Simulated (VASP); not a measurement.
Wanted: the native input for a VASP 6.6.1 run.

| Item | Value |
| --- | --- |
| Task | relaxation of cell and atoms |
| Functional | r2SCAN |
| Potentials or basis | VASP PAW PBE potentials, release 64 (Mg, S) |
| Cutoff | 600 eV |
| k mesh | 8 × 8 × 8 |
| Occupations | gaussian, width 0.01 eV |
| Spin | no spin polarisation |
| Target pressure | -2 GPa |
| Dipole correction | no |
| Further INCAR settings | ALGO = Normal; EDIFF = 1e-07; IBRION = 2; EDIFFG = -0.002; NSW = 100; ISIF = 3 |

Crystal: MgS.

```
CELL_PARAMETERS angstrom
2.60165 2.60165 0.00000
-2.60165 2.60165 0.00000
0.00000 2.60165 2.60165
ATOMIC_POSITIONS crystal
Mg 0.00000 0.00000 0.00000
S 0.50000 0.50000 0.00000
```

One way to write it, as run:

POSCAR

```
MgS
1.0
    2.6016500000      2.6016500000      0.0000000000
   -2.6016500000      2.6016500000      0.0000000000
    0.0000000000      2.6016500000      2.6016500000
Mg S
1 1
Direct
    0.0000000000      0.0000000000      0.0000000000
    0.5000000000      0.5000000000      0.0000000000
```

INCAR.step1

```
SYSTEM = MgS
  PREC = Accurate
  ENCUT = 600
  ISMEAR = 0
  SIGMA = 0.01
  LREAL = .FALSE.
  LASPH = .TRUE.
  NELM = 80
  GGA = PE
  ALGO = Normal
  EDIFF = 1E-4
  LWAVE = .TRUE.
  LCHARG = .FALSE.
```

INCAR.step2

```
SYSTEM = MgS
  PREC = Accurate
  ENCUT = 600
  EDIFF = 1E-7
  ISMEAR = 0
  SIGMA = 0.01
  LREAL = .FALSE.
  LASPH = .TRUE.
  NELM = 80
  ALGO = Normal
  ISIF = 3
  LWAVE = .FALSE.
  LCHARG = .FALSE.
  METAGGA = R2SCAN
  LMIXTAU = .TRUE.
  IBRION = 2
  NSW = 100
  EDIFFG = -0.002
  PSTRESS = -20.0
  ISTART = 1
```

KPOINTS

```
regular mesh
0
G
  8 8 8
  0 0 0
```

Potentials or basis: VASP PAW PBE potentials, release 64 (Mg, S).

Launch:

```sh
$ cat potpaw_PBE.64/Mg/POTCAR potpaw_PBE.64/S/POTCAR > POTCAR
$ cp INCAR.step1 INCAR
$ mpirun -np 1 vasp_std > vasp.out
$ cp INCAR.step2 INCAR
$ mpirun -np 1 vasp_std > vasp.out
```

Results of the run:

The relaxed volume is 17.97 Å³/atom. The relaxed cell is a = 3.704 Å, b = 3.704 Å, c = 3.704 Å, α = 60.00°, β = 60.00°, γ = 90.00°, the space group after relaxing (to 0.05 Å) is Fm-3m (No. 225) and the energy change on relaxing (the enthalpy is what falls) is +2.8 meV/atom. The ionic steps are 16. The pressure after relaxing is -2.0 GPa and the band gap on the k mesh is 3.39 eV, indirect (least direct gap 4.44 eV).

Caveat: the cell is relaxed towards a set pressure, so the enthalpy falls and the energy may rise; the PAW data sets were made with another functional, which shifts forces and pressure a little.

Wall time 2.6 min on 1 thread of Intel(R) Xeon(R) 6975P-C (Granite Rapids), on a shared host, peak memory 0.18 GiB.
